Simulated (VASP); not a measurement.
# Zn2Ge3 (Pm-3m) in VASP: notebook

Runs on Zn2Ge3. Level: PBE. Tasks: single point, relaxation of cell and atoms.

Program: VASP 6.6.1. These are calculated values, not measurements. Logs are shortened: lines on timing, memory, paths and dates and some standing lists are left out, and cuts for length are marked.

## Step 1: The cell of the first run

Symmetry: Pm-3m, No. 221, cubic system. The conventional cell has a = 4.864 Å, b = 4.864 Å, c = 4.864 Å, α = 90.00°, β = 90.00°, γ = 90.00°. Within 3.2 Å of Zn (site symmetry m-3m) lie 6 Ge at 2.43 Å. Within 4.5 Å of Zn (site symmetry m-3m) lie 12 Ge at 3.44 Å and 8 Zn at 4.21 Å. Within 3.2 Å of Ge (site symmetry 4/mmm) lie 2 Zn at 2.43 Å.

## Step 2: Single point, PBE

Contents of INCAR:

```
  ALGO = Normal
  EDIFF = 1E-6
  ENCUT = 520
  GGA = PE
  ISIF = 2
  ISMEAR = 0
  LASPH = T
  LCHARG = F
  LREAL = F
  LWAVE = F
  NBANDS = 41
  NELM = 100
  PREC = Accurate
  SIGMA = 0.1
```

Contents of KPOINTS:

```
k-points
0
Gamma
  8 8 8
```

Contents of POSCAR:

```
Zn2Ge3
1.0
    4.8641311728      0.0000000000      0.0000000000
    0.0000000000      4.8641311728      0.0000000000
    0.0000000000      0.0000000000      4.8641311728
Zn Ge
2 3
Direct
    0.0000000000      0.0000000000      0.0000000000
    0.5000000000      0.5000000000      0.5000000000
    0.5000000000      0.0000000000      0.0000000000
    0.0000000000      0.5000000000      0.0000000000
    0.0000000000      0.0000000000      0.5000000000
```

Potentials or basis: VASP PAW PBE potentials, release 64 (Zn, Ge_d).

On the command line:

```
$ cat potpaw_PBE.64/Zn/POTCAR potpaw_PBE.64/Ge_d/POTCAR > POTCAR
$ mpirun -np 1 vasp_std > vasp.out
```

OUTCAR:

```text
EDIFF = 1E-6
   ENCUT = 520
   GGA = PE
   ISIF = 2
   ISMEAR = 0
   LASPH = T
   LREAL = F
   NELM = 100
   PREC = Accurate

 ion  position               nearest neighbor table
   1  0.000  0.000  0.000-   3 2.43   4 2.43   5 2.43   5 2.43   4 2.43   3 2.43
   2  0.500  0.500  0.500-
   3  0.500  0.000  0.000-   1 2.43   1 2.43
   4  0.000  0.500  0.000-   1 2.43   1 2.43
   5  0.000  0.000  0.500-   1 2.43   1 2.43

  LATTYP: Found a simple cubic cell.
 ALAT       =     4.8641311728

  Lattice vectors:

 A1 = (   4.8641311728,   0.0000000000,   0.0000000000)
 A2 = (   0.0000000000,   4.8641311728,   0.0000000000)
 A3 = (   0.0000000000,   0.0000000000,   4.8641311728)

Analysis of symmetry for initial positions (statically):
=====================================================================
 Subroutine PRICEL returns:
 Original cell was already a primitive cell.

 Routine SETGRP: Setting up the symmetry group for a
 simple cubic supercell.

 Subroutine GETGRP returns: Found 48 space group operations
 (whereof 48 operations were pure point group operations)
 out of a pool of 48 trial point group operations.

The static configuration has the point symmetry O_h .

Analysis of symmetry for dynamics (positions and initial velocities):
=====================================================================
 Subroutine PRICEL returns:
 Original cell was already a primitive cell.

 Routine SETGRP: Setting up the symmetry group for a
 simple cubic supercell.

 Subroutine GETGRP returns: Found 48 space group operations
 (whereof 48 operations were pure point group operations)
 out of a pool of 48 trial point group operations.

The dynamic configuration has the point symmetry O_h .

 Subroutine INISYM returns: Found 48 space group operations
 (whereof 48 operations are pure point group operations),
 and found     1 'primitive' translations

----------------------------------------------------------------------------------------

                                     Primitive cell

  volume of cell :     115.0842

  direct lattice vectors                    reciprocal lattice vectors
     4.864131173  0.000000000  0.000000000     0.205586561  0.000000000  0.000000000
     0.000000000  4.864131173  0.000000000     0.000000000  0.205586561  0.000000000
     0.000000000  0.000000000  4.864131173     0.000000000  0.000000000  0.205586561

  length of vectors
     4.864131173  4.864131173  4.864131173     0.205586561  0.205586561  0.205586561

  position of ions in fractional coordinates (direct lattice)
     0.000000000  0.000000000  0.000000000
     0.500000000  0.500000000  0.500000000
     0.500000000  0.000000000  0.000000000
     0.000000000  0.500000000  0.000000000
     0.000000000  0.000000000  0.500000000

  ion indices of the primitive-cell ions
   primitive index   ion index
                 1           1
                 2           2
                 3           3
                 4           4
                 5           5

----------------------------------------------------------------------------------------

 KPOINTS: k-points

Automatic generation of k-mesh.
 Grid dimensions read from file:
 generate k-points for:    8    8    8

 Generating k-lattice:

  Cartesian coordinates                     Fractional coordinates (reciprocal lattice)
     0.025698320  0.000000000  0.000000000     0.125000000  0.000000000  0.000000000
     0.000000000  0.025698320  0.000000000     0.000000000  0.125000000  0.000000000
     0.000000000  0.000000000  0.025698320     0.000000000  0.000000000  0.125000000

  Length of vectors
     0.025698320  0.025698320  0.025698320

  Shift w.r.t. Gamma in fractional coordinates (k-lattice)
     0.000000000  0.000000000  0.000000000

 Subroutine IBZKPT returns following result:
 ===========================================

 Found     35 irreducible k-points:

 Following reciprocal coordinates:
            Coordinates               Weight
  0.000000  0.000000  0.000000      1.000000
  0.125000  0.000000  0.000000      6.000000
  0.250000  0.000000  0.000000      6.000000
  0.375000  0.000000  0.000000      6.000000
  0.500000  0.000000  0.000000      3.000000
  0.125000  0.125000  0.000000     12.000000
[... 16 lines left out ...]
  0.375000  0.375000  0.125000     24.000000
  0.500000  0.375000  0.125000     24.000000
 [... further k-points ...]
   k-points           NKPTS =     35   k-points in BZ     NKDIM =     35   number of bands    NBANDS=     41
   number of dos      NEDOS =    301   number of ions     NIONS =      5
   total plane-waves  NPLWV =  46656
   dimension x,y,z NGX =    36 NGY =   36 NGZ =   36
   dimension x,y,z NGXF=    72 NGYF=   72 NGZF=   72
   ions per type =               2   3
   NGX,Y,Z   is equivalent  to a cutoff of  12.30, 12.30, 12.30 a.u.
   NGXF,Y,Z  is equivalent  to a cutoff of  24.61, 24.61, 24.61 a.u.
 SYSTEM =  unknown system
   PREC   = accura    normal or accurate (medium, high low for compatibility)
   ISTART =      0    job   : 0-new  1-cont  2-samecut
   ICHARG =      2    charge: 1-file 2-atom 10-const
   ISPIN  =      1    spin polarized calculation?
   LNONCOLLINEAR =      F non collinear calculations
   LSORBIT =      F    spin-orbit coupling
   LASPH  =      T    aspherical Exc in radial PAW
   ENCUT  =  520.0 eV  38.22 Ry    6.18 a.u.   9.04  9.04  9.04*2*pi/ulx,y,z
   NELM   =    100;   NELMIN=  2; NELMDL= -5     # of ELM steps
   EDIFF  = 0.1E-05   stopping-criterion for ELM
   LREAL  =      F    real-space projection
   EDIFFG = 0.1E-04   stopping-criterion for IOM
   NSW    =      0    number of steps for IOM
   IBRION =     -1    ionic relax: 0-MD 1-quasi-New 2-CG
   NFREE  =      0    steps in history (QN), initial steepest desc. (CG)
   ISIF   =      2    stress and relaxation
   ISYM   =      2    0-nonsym 1-usesym 2-fastsym
   POTIM  = 0.5000    time-step for ionic-motion
   TEBEG  =    0.0;   TEEND  =   0.0 temperature during run
   PSTRESS=    0.0 pullay stress
   NELECT =      66.0000    total number of electrons
   NUPDOWN=      -1.0000    fix difference up-down
   EMIN   =  10.00;   EMAX   =-10.00  energy-range for DOS
   EFERMI =   0.00;   METHOD = LEGACY
   ISMEAR =     0;   SIGMA  =   0.10  broadening in eV -4-tet -1-fermi 0-gaus
   EFERMI_NEDOS =   21; number of points for ismear=-14 and -15
   IALGO  =     38    algorithm
   IMIX   =      4    mixing-type and parameters
     AMIX     =   0.40;   BMIX     =  1.00
     AMIX_MAG =   1.60;   BMIX_MAG =  1.00
  volume/ion in A,a.u.               =      23.02       155.33
  Fermi-wavevector in a.u.,A,eV,Ry     =   1.360142  2.570295 25.170585  1.849986
  Thomas-Fermi vector in A             =   2.486829
   LORBIT       =      0    0 simple, 1 ext, 2 COOP (PROOUT), +10 PAW based schemes
   GGA     = PE    functional components
   LHFCALC =     F    Hartree Fock is set to
   AEXX    =    0.0000 exact exchange contribution
   IVDW    =     0    specifies the selected vdW correction
   LEPSILON=     F    determine dielectric tensor
   LRPA    =     F    only Hartree local field effects (RPA)
 non-spin polarized calculation
 Gauss-broadening in eV      SIGMA  =   0.10
  energy-cutoff  :      520.00
  volume of cell :      115.08
 maximum number of plane-waves:      3136
   NGX = 19   NGY = 19   NGZ = 19

 number of electron      65.9999921 magnetization

 Free energy of the ion-electron system (eV)
  ---------------------------------------------------
  ext. energy  EPLUGINS =         0.00000000
  ---------------------------------------------------
  free energy    TOTEN  =       -12.48036775 eV

  energy without entropy =      -12.46900079  energy(sigma->0) =      -12.47468427

 E-fermi :   3.1594     XC(G=0):  -9.8896

 val. band max:        3.1283265065   @ k =   0.3750   0.1250   0.0000
 cond. band min:       3.2492080741   @ k =   0.2500   0.1250   0.1250
 fundamental gap:      0.1208815676
 Fermi energy:         3.1594369175

 k-point     1 :       0.0000    0.0000    0.0000
  band No.  band energies     occupation
      1     -21.7353      2.00000
      2     -21.7353      2.00000
      3     -21.7303      2.00000
      4     -21.7303      2.00000
      5     -21.7303      2.00000
      6     -21.7293      2.00000
[... 33 lines left out ...]
     40       8.9585      0.00000
     41       8.9585      0.00000

 k-point     2 :       0.1250    0.0000    0.0000
  band No.  band energies     occupation
      1     -21.7353      2.00000
      2     -21.7347      2.00000
      3     -21.7301      2.00000
      4     -21.7301      2.00000
      5     -21.7301      2.00000
      6     -21.7281      2.00000
[... 33 lines left out ...]
     40       9.0719      0.00000
     41       9.3981      0.00000

 k-point     3 :       0.2500    0.0000    0.0000
  band No.  band energies     occupation
      1     -21.7352      2.00000
      2     -21.7328      2.00000
      3     -21.7298      2.00000
      4     -21.7298      2.00000
      5     -21.7297      2.00000
      6     -21.7249      2.00000
[... 33 lines left out ...]
     40       8.5926      0.00000
     41       9.3335      0.00000

 k-point     4 :       0.3750    0.0000    0.0000
  band No.  band energies     occupation
      1     -21.7350      2.00000
      2     -21.7304      2.00000
      3     -21.7296      2.00000
      4     -21.7296      2.00000
      5     -21.7292      2.00000
      6     -21.7214      2.00000
[... 825 lines left out ...]
     40       7.7189      0.00000
     41       8.6125      0.00000

 k-point    23 :       0.3750    0.3750    0.1250
  band No.  band energies     occupation
      1     -21.7335      2.00000
      2     -21.7321      2.00000
      3     -21.7312      2.00000
      4     -21.7284      2.00000
      5     -21.7259      2.00000
      6     -21.7258      2.00000
[... 33 lines left out ...]
     40       7.7765      0.00000
     41       9.2951      0.00000

 k-point    24 :       0.5000    0.3750    0.1250
  band No.  band energies     occupation
      1     -21.7337      2.00000
      2     -21.7319      2.00000
      3     -21.7304      2.00000
      4     -21.7283      2.00000
      5     -21.7272      2.00000
      6     -21.7256      2.00000
[... 33 lines left out ...]
     40       8.2182      0.00000
     41       8.4179      0.00000

 [... further k-points ...]
[... 5 lines left out ...]
  --------------------------------------------------------------------------------------
  -------------------------------------------------------------------------------------
  Total        0.0442029      0.0442029      0.0442029      0.0000000     -0.0000000      0.0000000
  in kB        0.6153831      0.6153831      0.6153831      0.0000000     -0.0000000      0.0000000
  external PRESSURE =       0.6153831 kB  Pullay stress =       0.0000000 kB

 VOLUME and BASIS-vectors are now :
 -----------------------------------------------------------------------------
  energy-cutoff  :      520.00
  volume of cell :      115.08
      direct lattice vectors                 reciprocal lattice vectors
     4.864131173  0.000000000  0.000000000     0.205586561  0.000000000  0.000000000
     0.000000000  4.864131173  0.000000000     0.000000000  0.205586561  0.000000000
     0.000000000  0.000000000  4.864131173     0.000000000  0.000000000  0.205586561

 POSITION                                       TOTAL-FORCE (eV/Angst)
 -----------------------------------------------------------------------------------
      0.00000      0.00000      0.00000         0.000000      0.000000      0.000000
      2.43207      2.43207      2.43207         0.000000      0.000000      0.000000
      2.43207      0.00000      0.00000         0.000000      0.000000      0.000000
      0.00000      2.43207      0.00000         0.000000      0.000000      0.000000
      0.00000      0.00000      2.43207         0.000000      0.000000      0.000000
 -----------------------------------------------------------------------------------
    total drift:                                0.000000      0.000000     -0.000000

  FREE ENERGIE OF THE ION-ELECTRON SYSTEM (eV)
  ---------------------------------------------------
  free  energy   TOTEN  =       -12.4803677456 eV

  energy  without entropy=      -12.4690007924  energy(sigma->0) =      -12.47468427
```

It took 57 s on 1 thread of Intel Xeon 6975P-C (Granite Rapids), shared host; peak memory 0.28 GiB.

Results:

| Property | Result |
| --- | --- |
| Free energy | -12.4804 eV |
| Pressure | 0.1 GPa |
| Band gap on the k mesh | zero (band 33 reaches 4.76 eV, above the bottom of band 34 at 2.77 eV) |

Levels at points of the mesh, in eV from the Fermi level:
```csv
k point,band 29,band 30,band 31,band 32,band 33,band 34,band 35,band 36,band 37,band 38
"(0.00, 0.00, 0.00)",-3.69,-3.69,-3.69,-2.52,1.60,1.60,1.60,1.74,1.74,1.74
"(0.50, 0.00, 0.00)",-2.95,-2.95,-2.68,-1.73,-0.39,-0.39,0.31,2.22,2.22,2.44
"(0.50, 0.50, 0.00)",-4.20,-3.16,-2.30,-0.35,-0.35,0.31,0.31,1.08,2.90,3.51
"(0.50, 0.50, 0.50)",-6.51,-2.90,-2.90,-2.90,-2.49,3.66,3.66,4.15,4.15,4.15
```

## Step 3: Relaxation of cell and atoms, PBE

This run uses another cell than the first one, of 23.11 Å³/atom, 1.004 times its volume.

Contents of INCAR:

```
  PREC = Accurate
  ENCUT = 600
  EDIFF = 1E-7
  ISMEAR = 0
  SIGMA = 0.1
  LREAL = False
  LASPH = True
  NELM = 100
  ALGO = Normal
  ISIF = 3
  LWAVE = False
  LCHARG = False
  GGA = PE
  IBRION = 2
  NSW = 100
  EDIFFG = -0.01
```

Contents of KPOINTS:

```
regular mesh
0
Gamma
  8 8 8
```

Changes to POSCAR since step 2:

```diff
@@ -2,5 +2,5 @@
 1.0
-    4.8641311728      0.0000000000      0.0000000000
-    0.0000000000      4.8641311728      0.0000000000
-    0.0000000000      0.0000000000      4.8641311728
+    4.8704505815      0.0000000000      0.0000000000
+    0.0000000000      4.8704505815      0.0000000000
+    0.0000000000      0.0000000000      4.8704505815
 Zn Ge
```

Potentials or basis: VASP PAW PBE potentials, release 64 (Zn, Ge_d).

On the command line:

```
$ cat potpaw_PBE.64/Zn/POTCAR potpaw_PBE.64/Ge_d/POTCAR > POTCAR
$ mpirun -np 1 vasp_std > vasp.out
```

Run time: 2.3 min. Hardware: 1 thread of Intel Xeon 6975P-C (Granite Rapids), shared host; peak memory 0.34 GiB.

It converged, with:

```
Free energy                            : -12.4805 eV
Relaxed volume                         : 23.06 Å³/atom
Relaxed cell                           : a = 4.867 Å, b = 4.867 Å, c = 4.867 Å, α = 90.00°, β = 90.00°, γ = 90.00°
Space group after relaxing (to 0.05 Å) : Pm-3m (No. 221)
Energy gained by relaxing              : 0.0 meV/atom
Ionic steps                            : 2
Pressure after relaxing                : 0.0 GPa
Band gap on the k mesh                 : zero (band 33 reaches 4.74 eV, above the bottom of band 34 at 2.76 eV)
```

Final structure:
```xyz
5
Lattice="4.8671 0.0000 0.0000 0.0000 4.8671 0.0000 0.0000 0.0000 4.8671" Properties=species:S:1:pos:R:3 pbc="T T T"
Zn    0.0000    0.0000    0.0000
Zn    2.4336    2.4336    2.4336
Ge    2.4336    0.0000    0.0000
Ge    0.0000    2.4336    0.0000
Ge    0.0000    0.0000    2.4336
```

Levels at points of the mesh, in eV from the Fermi level:
| k point | band 31 | band 32 | band 33 | band 34 | band 35 | band 36 |
| --- | --- | --- | --- | --- | --- | --- |
| (0.00, 0.00, 0.00) | -3.69 | -2.52 | 1.59 | 1.59 | 1.59 | 1.74 |
| (0.50, 0.00, 0.00) | -2.68 | -1.73 | -0.39 | -0.39 | 0.31 | 2.21 |
| (0.50, 0.50, 0.00) | -2.29 | -0.35 | -0.35 | 0.31 | 0.31 | 1.07 |
| (0.50, 0.50, 0.50) | -2.90 | -2.90 | -2.49 | 3.66 | 3.66 | 4.14 |

(Continued in part 2 of 2.)
